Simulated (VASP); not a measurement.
Write the native input for VASP 6.6.1 that does the following.

| Property | Result |
| --- | --- |
| Task | single point |
| Functional | PBE-based screened hybrid with 100 % exact exchange |
| Potentials or basis | VASP PAW PBE potentials, release 64 (In_d, As) |
| Cutoff | 520 eV |
| k mesh | 4 × 4 × 4 |
| Occupations | fermi-dirac, width 0.02 eV |
| Spin | no spin polarisation |
| Dipole correction | no |
| Grid for exact exchange (PRECFOCK) | Normal |
| Share of exact exchange | 1 |
| Further INCAR settings | ALGO = Normal; EDIFF = 1e-06; NBANDS = 16 |
| Screening parameter | 0.5 1/Å |

Crystal: InAs.

```
CELL_PARAMETERS angstrom
0.00000 3.05459 3.05459
3.05459 0.00000 3.05459
3.05459 3.05459 0.00000
ATOMIC_POSITIONS crystal
In 0.00000 0.00000 0.00000
As 0.25000 0.25000 0.25000
```

The input as run:

POSCAR

```
InAs
1.0
    0.0000000000      3.0545904655      3.0545904655
    3.0545904655      0.0000000000      3.0545904655
    3.0545904655      3.0545904655      0.0000000000
In As
1 1
Direct
    0.0000000000      0.0000000000      0.0000000000
    0.2500000000      0.2500000000      0.2500000000
```

INCAR.step1

```
SYSTEM = InAs
ALGO     = Normal         ! electronic algorithm
EDIFF    = 1E-5           ! SCF threshold, eV
ENCUT    = 520            ! plane-wave cutoff, eV
GGA      = PE             ! functional
ISIF     = 2              ! what is computed and relaxed
ISMEAR   = -1             ! smearing method
LASPH    = .True.         ! aspherical terms in the spheres
LCHARG   = .False.        ! write CHGCAR
LREAL    = .False.        ! projectors in reciprocal space
LWAVE    = .True.         ! write WAVECAR
NBANDS   = 16             ! bands
NELM     = 60             ! most SCF steps
PREC     = Accurate       ! precision mode
SIGMA    = 0.02           ! smearing width, eV
```

INCAR.step2

```
SYSTEM = InAs
AEXX     = 1.0            ! exact-exchange fraction
AGGAC    = 1.0          
ALDAC    = 1.0          
ALGO     = Normal         ! electronic algorithm
EDIFF    = 1E-6           ! SCF threshold, eV
ENCUT    = 520            ! plane-wave cutoff, eV
GGA      = PE             ! functional
HFSCREEN = 0.5            ! screening, 1/A
ISIF     = 2              ! what is computed and relaxed
ISMEAR   = -1             ! smearing method
ISTART   = 1            
LASPH    = .True.         ! aspherical terms in the spheres
LCHARG   = .False.        ! write CHGCAR
LHFCALC  = .True.         ! exact exchange
LREAL    = .False.        ! projectors in reciprocal space
LWAVE    = .False.        ! write WAVECAR
NBANDS   = 16             ! bands
NELM     = 60             ! most SCF steps
PREC     = Accurate       ! precision mode
PRECFOCK = Normal       
SIGMA    = 0.02           ! smearing width, eV
```

KPOINTS

```
k-points
0
Gamma
  4 4 4
  0 0 0
```

Potentials or basis: VASP PAW PBE potentials, release 64 (In_d, As).

The run is started by

```sh
$ cat potpaw_PBE.64/In_d/POTCAR potpaw_PBE.64/As/POTCAR > POTCAR
$ cp INCAR.step1 INCAR
$ mpirun -np 1 vasp_std > vasp.out
$ cp INCAR.step2 INCAR
$ mpirun -np 1 vasp_std > vasp.out
```

It gave:

- Pressure: -2.7 GPa
- Band gap on the k mesh: 1.40 eV

Caveat: the k points lie up to 0.45 Å⁻¹ apart; the PAW data sets were made with another functional, which shifts forces and pressure a little; spin-orbit coupling is left out, which moves the levels of the heavy elements.

Wall time 7.4 min on 1 thread of Intel(R) Xeon(R) 6975P-C (Granite Rapids), with other jobs on the host, peak memory 0.29 GiB.
